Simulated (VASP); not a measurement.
# Cs (P6_3/mmc) in VASP: further runs

Cs is run at these levels: PBEsol; tasks: relaxation of shape and atoms at fixed volume.

Everything below comes from runs of VASP 6.6.1. Logs are shortened: lines on timing, memory, paths and dates and some standing lists are left out, and cuts for length are marked.

## (1) The cell of the first run

The structure is hexagonal, space group P6_3/mmc (No. 194). The conventional cell has a = 4.554 Å, b = 4.554 Å, c = 7.378 Å, α = 90.00°, β = 90.00°, γ = 120.00°.

This isn't the form of Cs at room conditions, which is bcc.

## (2) Relaxation of shape and atoms at fixed volume, PBEsol

Input file INCAR:

```
  PREC = Accurate
  ENCUT = 600
  EDIFF = 1E-7
  ISMEAR = -1
  SIGMA = 0.08
  LREAL = F
  LASPH = T
  NELM = 100
  ALGO = Normal
  ISIF = 4
  LWAVE = F
  LCHARG = F
  GGA = PS
  IBRION = 2
  NSW = 50
  EDIFFG = -0.005
```

Input file KPOINTS:

```
regular mesh
0
Gamma
  8 8 5
```

Input file POSCAR:

```
Cs
1.0
    4.5543998023      0.0000000000      0.0000000000
   -2.2771999011      3.9442259278      0.0000000000
    0.0000000000      0.0000000000      7.3781276797
Cs
2
Direct
    0.3333333333      0.6666666667      0.2500000000
    0.6666666667      0.3333333333      0.7500000000
```

Potentials or basis: VASP PAW PBE potentials, release 64 (Cs_sv).

Run with:

```
$ cat potpaw_PBE.64/Cs_sv/POTCAR > POTCAR
$ mpirun -np 1 vasp_std > vasp.out
```

OUTCAR:

```text
PREC = Accurate
   ENCUT = 600
   EDIFF = 1E-7
   ISMEAR = -1
   LREAL = F
   LASPH = T
   NELM = 100
   ISIF = 4
   GGA = PS
   IBRION = 2
   NSW = 50
   EDIFFG = -0.005

 ion  position               nearest neighbor table
   1  0.333  0.667  0.250-
   2  0.667  0.333  0.750-

  LATTYP: Found a hexagonal cell.
 ALAT       =     4.5543998023
 C/A-ratio  =     1.6200000000

  Lattice vectors:

 A1 = (   4.5543998023,   0.0000000000,   0.0000000000)
 A2 = (  -2.2771999011,   3.9442259278,   0.0000000000)
 A3 = (   0.0000000000,   0.0000000000,   7.3781276797)

Analysis of symmetry for initial positions (statically):
=====================================================================
 Subroutine PRICEL returns:
 Original cell was already a primitive cell.

 Routine SETGRP: Setting up the symmetry group for a
 hexagonal supercell.

 Subroutine GETGRP returns: Found 24 space group operations
 (whereof 12 operations were pure point group operations)
 out of a pool of 24 trial point group operations.

The static configuration has the point symmetry D_3d.
 The point group associated with its full space group is D_6h.

Analysis of symmetry for dynamics (positions and initial velocities):
=====================================================================
 Subroutine PRICEL returns:
 Original cell was already a primitive cell.

 Routine SETGRP: Setting up the symmetry group for a
 hexagonal supercell.

 Subroutine GETGRP returns: Found 24 space group operations
 (whereof 12 operations were pure point group operations)
 out of a pool of 24 trial point group operations.

The dynamic configuration has the point symmetry D_3d.
 The point group associated with its full space group is D_6h.

 Subroutine INISYM returns: Found 24 space group operations
 (whereof 12 operations are pure point group operations),
 and found     1 'primitive' translations

----------------------------------------------------------------------------------------

                                     Primitive cell

  volume of cell :     132.5376

  direct lattice vectors                    reciprocal lattice vectors
     4.554399802  0.000000000  0.000000000     0.219567900  0.126767586  0.000000000
    -2.277199901  3.944225928  0.000000000     0.000000000  0.253535172  0.000000000
     0.000000000  0.000000000  7.378127680     0.000000000  0.000000000  0.135535741

  length of vectors
     4.554399802  4.554399802  7.378127680     0.253535172  0.253535172  0.135535741

  position of ions in fractional coordinates (direct lattice)
     0.333333333  0.666666667  0.250000000
     0.666666667  0.333333333  0.750000000

  ion indices of the primitive-cell ions
   primitive index   ion index
                 1           1
                 2           2

----------------------------------------------------------------------------------------

 KPOINTS: regular mesh

Automatic generation of k-mesh.
 Grid dimensions read from file:
 generate k-points for:    8    8    5

 Generating k-lattice:

  Cartesian coordinates                     Fractional coordinates (reciprocal lattice)
     0.027445987  0.015845948  0.000000000     0.125000000  0.000000000  0.000000000
     0.000000000  0.031691897  0.000000000     0.000000000  0.125000000  0.000000000
     0.000000000  0.000000000  0.027107148     0.000000000  0.000000000  0.200000000

  Length of vectors
     0.031691897  0.031691897  0.027107148

  Shift w.r.t. Gamma in fractional coordinates (k-lattice)
     0.000000000  0.000000000  0.000000000

 Subroutine IBZKPT returns following result:
 ===========================================

 Found     30 irreducible k-points:

 Following reciprocal coordinates:
            Coordinates               Weight
  0.000000  0.000000  0.000000      1.000000
  0.125000  0.000000  0.000000      6.000000
  0.250000  0.000000  0.000000      6.000000
  0.375000  0.000000  0.000000      6.000000
  0.500000  0.000000  0.000000      3.000000
  0.125000  0.125000  0.000000      6.000000
[... 16 lines left out ...]
  0.250000  0.000000  0.400000     12.000000
  0.375000  0.000000  0.400000     12.000000
 [... further k-points ...]
   k-points           NKPTS =     30   k-points in BZ     NKDIM =     30   number of bands    NBANDS=     13
   number of dos      NEDOS =    301   number of ions     NIONS =      2
   total plane-waves  NPLWV =  77760
   dimension x,y,z NGX =    36 NGY =   36 NGZ =   60
   dimension x,y,z NGXF=    72 NGYF=   72 NGZF=  120
   ions per type =               2
   NGX,Y,Z   is equivalent  to a cutoff of  13.14, 13.14, 13.52 a.u.
   NGXF,Y,Z  is equivalent  to a cutoff of  26.28, 26.28, 27.04 a.u.
 SYSTEM =  unknown system
   PREC   = accura    normal or accurate (medium, high low for compatibility)
   ISTART =      0    job   : 0-new  1-cont  2-samecut
   ICHARG =      2    charge: 1-file 2-atom 10-const
   ISPIN  =      1    spin polarized calculation?
   LNONCOLLINEAR =      F non collinear calculations
   LSORBIT =      F    spin-orbit coupling
   LASPH  =      T    aspherical Exc in radial PAW
   ENCUT  =  600.0 eV  44.10 Ry    6.64 a.u.   9.10  9.10 14.74*2*pi/ulx,y,z
   NELM   =    100;   NELMIN=  2; NELMDL= -5     # of ELM steps
   EDIFF  = 0.1E-06   stopping-criterion for ELM
   LREAL  =      F    real-space projection
   EDIFFG = -.5E-02   stopping-criterion for IOM
   NSW    =     50    number of steps for IOM
   IBRION =      2    ionic relax: 0-MD 1-quasi-New 2-CG
   NFREE  =      1    steps in history (QN), initial steepest desc. (CG)
   ISIF   =      4    stress and relaxation
   ISYM   =      2    0-nonsym 1-usesym 2-fastsym
   POTIM  = 0.5000    time-step for ionic-motion
   TEBEG  =    0.0;   TEEND  =   0.0 temperature during run
   PSTRESS=    0.0 pullay stress
   NELECT =      18.0000    total number of electrons
   NUPDOWN=      -1.0000    fix difference up-down
   EMIN   =  10.00;   EMAX   =-10.00  energy-range for DOS
   EFERMI =   0.00;   METHOD = LEGACY
   ISMEAR =    -1;   SIGMA  =   0.08  broadening in eV -4-tet -1-fermi 0-gaus
   EFERMI_NEDOS =   21; number of points for ismear=-14 and -15
   IALGO  =     38    algorithm
   IMIX   =      4    mixing-type and parameters
     AMIX     =   0.40;   BMIX     =  1.00
     AMIX_MAG =   1.60;   BMIX_MAG =  1.00
  volume/ion in A,a.u.               =      66.27       447.20
  Fermi-wavevector in a.u.,A,eV,Ry     =   0.841497  1.590199  9.634522  0.708117
  Thomas-Fermi vector in A             =   1.956051
   LORBIT       =      0    0 simple, 1 ext, 2 COOP (PROOUT), +10 PAW based schemes
   GGA     = PS    functional components
   LHFCALC =     F    Hartree Fock is set to
   AEXX    =    0.0000 exact exchange contribution
   IVDW    =     0    specifies the selected vdW correction
   LEPSILON=     F    determine dielectric tensor
   LRPA    =     F    only Hartree local field effects (RPA)
 conjugate gradient relaxation of ions
 non-spin polarized calculation
  energy-cutoff  :      600.00
  volume of cell :      132.54
 maximum number of plane-waves:      4462
   NGX = 19   NGY = 19   NGZ = 29

--------------------------------------- Ionic step        1  -------------------------------------------

 number of electron      18.0000002 magnetization

 Free energy of the ion-electron system (eV)
  ---------------------------------------------------
  ext. energy  EPLUGINS =         0.00000000
  ---------------------------------------------------
  free energy    TOTEN  =        -1.51296637 eV

  energy without entropy =       -1.45300416  energy(sigma->0) =       -1.48298527

------------------------ aborting loop because EDIFF is reached ----------------------------------------

  FORCE on cell =-STRESS in cart. coord.  units (eV):
  Direction    XX          YY          ZZ          XY          YZ          ZX
  --------------------------------------------------------------------------------------
  -------------------------------------------------------------------------------------
  Total        1.5979333      1.5979333      1.7159864      0.0000000      0.0000000      0.0000000
  in kB       19.3165752     19.3165752     20.7436570      0.0000000      0.0000000      0.0000000
  external PRESSURE =      19.7922692 kB  Pullay stress =       0.0000000 kB
[... 129 lines left out ...]
  energy  without entropy=       -1.4542188401  energy(sigma->0) =       -1.48382123

--------------------------------------- Ionic step        5  -------------------------------------------

 number of electron      18.0000001 magnetization

 Free energy of the ion-electron system (eV)
  ---------------------------------------------------
  ext. energy  EPLUGINS =         0.00000000
  ---------------------------------------------------
  free energy    TOTEN  =        -1.51362985 eV

  energy without entropy =       -1.45416518  energy(sigma->0) =       -1.48389752

 E-fermi :   2.1226     XC(G=0):  -7.1469

 val. band max:        2.1106973683   @ k =   0.5000   0.0000   0.0000
 cond. band min:       2.1835246203   @ k =   0.3750   0.1250   0.0000
 fundamental gap:      0.0728272520
 Fermi energy:         2.1226069620

 k-point     1 :       0.0000    0.0000    0.0000
  band No.  band energies     occupation
      1     -21.5661      2.00000
      2     -21.4968      2.00000
      3      -8.7845      2.00000
      4      -8.1172      2.00000
      5      -8.1172      2.00000
      6      -8.0325      2.00000
      7      -8.0270      2.00000
      8      -8.0270      2.00000
      9      -0.0312      2.00000
     10       1.8111      1.96008
     11       3.8939      0.00000
     12       4.7358      0.00000
     13       4.7691      0.00000
[... 353 lines left out ...]
 k-point    24 :       0.3750    0.0000    0.4000
  band No.  band energies     occupation
      1     -21.4949      2.00000
      2     -21.4844      2.00000
      3      -8.7035      2.00000
      4      -8.6584      2.00000
      5      -8.2865      2.00000
      6      -8.2136      2.00000
      7      -8.1887      2.00000
      8      -8.1653      2.00000
      9       1.7916      1.96859
     10       2.0807      1.25583
     11       3.1992      0.00000
     12       3.4627      0.00000
     13       4.2590      0.00000

 [... further k-points ...]

------------------------ aborting loop because EDIFF is reached ----------------------------------------

  FORCE on cell =-STRESS in cart. coord.  units (eV):
  Direction    XX          YY          ZZ          XY          YZ          ZX
  --------------------------------------------------------------------------------------
  -------------------------------------------------------------------------------------
  Total        1.6348857      1.6348857      1.6360428      0.0000000     -0.0000000      0.0000000
  in kB       19.7632732     19.7632732     19.7772603      0.0000000     -0.0000000      0.0000000
  external PRESSURE =      19.7679356 kB  Pullay stress =       0.0000000 kB
[... 17 lines left out ...]
  FREE ENERGIE OF THE ION-ELECTRON SYSTEM (eV)
  ---------------------------------------------------
  free  energy   TOTEN  =        -1.5136298521 eV

  energy  without entropy=       -1.4541651844  energy(sigma->0) =       -1.48389752

 reached required accuracy - stopping structural energy minimisation
```

It took 84 s on 1 thread of Intel Xeon 6975P-C (Granite Rapids), shared host; peak memory 0.29 GiB.

What came out:

```
Free energy               : -1.5136 eV
Energy gained by relaxing : 0.3 meV/atom
Ionic steps               : 5
Pressure after relaxing   : 2.0 GPa
Band gap on the k mesh    : zero (bands 9 and 10 overlap by 1.23 eV)
```

Step by step:
| step | energy change (eV) | largest force (eV/Å) | pressure (GPa) | volume (Å³) |
| --- | --- | --- | --- | --- |
| 1 | 0.0000 | 0.0000 | 1.98 | 132.54 |
| 2 | -0.0002 | 0.0000 | 1.98 | 132.54 |
| 3 | -0.0006 | 0.0000 | 1.98 | 132.54 |
| 4 | -0.0005 | 0.0000 | 1.98 | 132.54 |
| 5 | -0.0007 | 0.0000 | 1.98 | 132.54 |

Final structure:
```
CELL_PARAMETERS angstrom
4.52934 0.00000 0.00000
-2.26467 3.92252 0.00000
0.00000 0.00000 7.46000
ATOMIC_POSITIONS crystal
Cs 0.33333 0.66667 0.25000
Cs 0.66667 0.33333 0.75000
```

Levels at points of the mesh, in eV from the Fermi level:
| k point | band 7 | band 8 | band 9 | band 10 | band 11 | band 12 |
| --- | --- | --- | --- | --- | --- | --- |
| (0.00, 0.00, 0.00) | -10.15 | -10.15 | -2.15 | -0.31 | 1.77 | 2.61 |
| (0.50, 0.00, 0.00) | -10.33 | -10.25 | -0.01 | 0.15 | 0.35 | 1.42 |

Caveat: the PAW data sets were made with another functional, which shifts forces and pressure a little; spin-orbit coupling is left out, which moves the levels of the heavy elements.

## (3) Relaxation of shape and atoms at fixed volume, PBEsol

This run uses another cell than the first one, of 75.10 Å³/atom.

Input file INCAR:

```
ALGO = Normal
EDIFF = 1E-6
EDIFFG = -0.005
ENCUT = 600
GGA = PS
IBRION = 2
ISIF = 4
ISMEAR = -1
LASPH = T
LCHARG = F
LREAL = F
LWAVE = F
NELM = 100
NSW = 50
PREC = Accurate
SIGMA = 0.08
```

Input file KPOINTS:

```
k-points
0
Gamma
  8 8 5
```

Input file POSCAR:

```
Cs
1.0
    4.7484336363      0.0000000000      0.0000000000
   -2.3742168182      4.1122641572      0.0000000000
    0.0000000000      0.0000000000      7.6924624909
Cs
2
Direct
    0.3333333333      0.6666666667      0.2500000000
    0.6666666667      0.3333333333      0.7500000000
```

Potentials or basis: VASP PAW PBE potentials, release 64 (Cs_sv).

Run with:

```
$ cat potpaw_PBE.64/Cs_sv/POTCAR > POTCAR
$ mpirun -np 1 vasp_std > vasp.out
```

It took 59 s on 1 thread of Intel Xeon 6975P-C (Granite Rapids), shared host; peak memory 0.33 GiB.

It converged, with:

```
Free energy               : -1.6916 eV
Energy gained by relaxing : 0.1 meV/atom
Ionic steps               : 3
Pressure after relaxing   : 1.3 GPa
Band gap on the k mesh    : zero (bands 9 and 10 overlap by 1.42 eV)
```

Step by step:
```tsv
step	energy change (eV)	largest force (eV/Å)	pressure (GPa)	volume (Å³)
1	0.0000	0.0000	1.28	150.21
2	-0.0001	0.0000	1.28	150.21
3	-0.0002	0.0000	1.28	150.21
```

Final structure:
```
Cs
1.0
     4.73965    0.00000    0.00000
    -2.36983    4.10466    0.00000
     0.00000    0.00000    7.72098
Cs
2
Direct
  0.33333 0.66667 0.25000
  0.66667 0.33333 0.75000
```

Levels at points of the mesh, in eV from the Fermi level:
```tsv
k point	band 6	band 7	band 8	band 9	band 10	band 11	band 12	band 13
(0.00, 0.00, 0.00)	-10.25	-10.25	-10.25	-2.08	-0.23	1.46	2.58	2.58
(0.50, 0.00, 0.00)	-10.44	-10.37	-10.31	-0.03	0.27	0.49	1.17	2.05
```

Caveat: the PAW data sets were made with another functional, which shifts forces and pressure a little; spin-orbit coupling is left out, which moves the levels of the heavy elements.

## (4) Relaxation of shape and atoms at fixed volume, PBEsol

This run uses another cell than the first one, of 83.94 Å³/atom.

Input file INCAR:

```
ALGO     = Normal         # electronic algorithm
EDIFF    = 1E-7           # SCF threshold, eV
EDIFFG   = -0.005         # ionic threshold
ENCUT    = 600            # plane-wave cutoff, eV
GGA      = PS             # functional
IBRION   = 2              # ionic algorithm
ISIF     = 4              # what is computed and relaxed
ISMEAR   = -1             # smearing method
LASPH    = T              # aspherical terms in the spheres
LCHARG   = F              # write CHGCAR
LREAL    = F              # projectors in reciprocal space
LWAVE    = F              # write WAVECAR
NELM     = 80             # most SCF steps
NSW      = 50             # ionic steps
PREC     = Accurate       # precision mode
SIGMA    = 0.08           # smearing width, eV
```

KPOINTS is that of step 3.

Input file POSCAR:

```
Cs
1.0
    4.9277870577      0.0000000000      0.0000000000
   -2.4638935288      4.2675887764      0.0000000000
    0.0000000000      0.0000000000      7.9830150335
Cs
2
Direct
    0.3333333333      0.6666666667      0.2500000000
    0.6666666667      0.3333333333      0.7500000000
```

Run with:

```
$ cat potpaw_PBE.64/Cs_sv/POTCAR > POTCAR
$ mpirun -np 1 vasp_std > vasp.out
```

Run time: 38 s. Hardware: 1 thread of Intel Xeon 6975P-C (Granite Rapids), shared host; peak memory 0.32 GiB.

It converged, with:

```
Free energy             : -1.8046 eV
Pressure after relaxing : 0.8 GPa
Band gap on the k mesh  : zero (bands 9 and 10 overlap by 1.35 eV)
```

Final structure:
```
CELL_PARAMETERS angstrom
4.92779 0.00000 0.00000
-2.46389 4.26759 0.00000
0.00000 0.00000 7.98302
ATOMIC_POSITIONS crystal
Cs 0.33333 0.66667 0.25000
Cs 0.66667 0.33333 0.75000
```

Levels at points of the mesh, in eV from the Fermi level:
| k point | band 6 | band 7 | band 8 | band 9 | band 10 | band 11 | band 12 | band 13 |
| --- | --- | --- | --- | --- | --- | --- | --- | --- |
| (0.00, 0.00, 0.00) | -10.33 | -10.33 | -10.32 | -1.99 | -0.16 | 1.24 | 2.53 | 2.53 |
| (0.50, 0.00, 0.00) | -10.46 | -10.41 | -10.37 | -0.03 | 0.34 | 0.59 | 1.04 | 1.95 |

Caveat: the PAW data sets were made with another functional, which shifts forces and pressure a little; spin-orbit coupling is left out, which moves the levels of the heavy elements.

## (5) The runs side by side

| cell | gap on the mesh (eV) | pressure (GPa) |
| --- | --- | --- |
| relaxed from a = 4.554, b = 4.554, c = 7.378 Å, angles 90.0, 90.0, 120.0°, 2 atoms | none | 2.0 |
| relaxed from a = 4.748, b = 4.748, c = 7.692 Å, angles 90.0, 90.0, 120.0°, 2 atoms | none | 1.3 |
| relaxed from a = 4.928, b = 4.928, c = 7.983 Å, angles 90.0, 90.0, 120.0°, 2 atoms | none | 0.8 |

Alike in all rows: task relaxation of shape and atoms at fixed volume; level PBEsol; potentials or basis VASP PAW PBE potentials, release 64 (Cs_sv); no spin polarisation; k mesh 8 × 8 × 5; cutoff (eV) 600; smearing fermi-dirac 0.08 eV.

Caveats: the PAW data sets were made with another functional, which shifts forces and pressure a little; spin-orbit coupling is left out, which moves the levels of the heavy elements.

Absolute energies hang on the potentials; compare differences alone.

The gap in the log of VASP goes by the Fermi energy; the results here count the filled bands.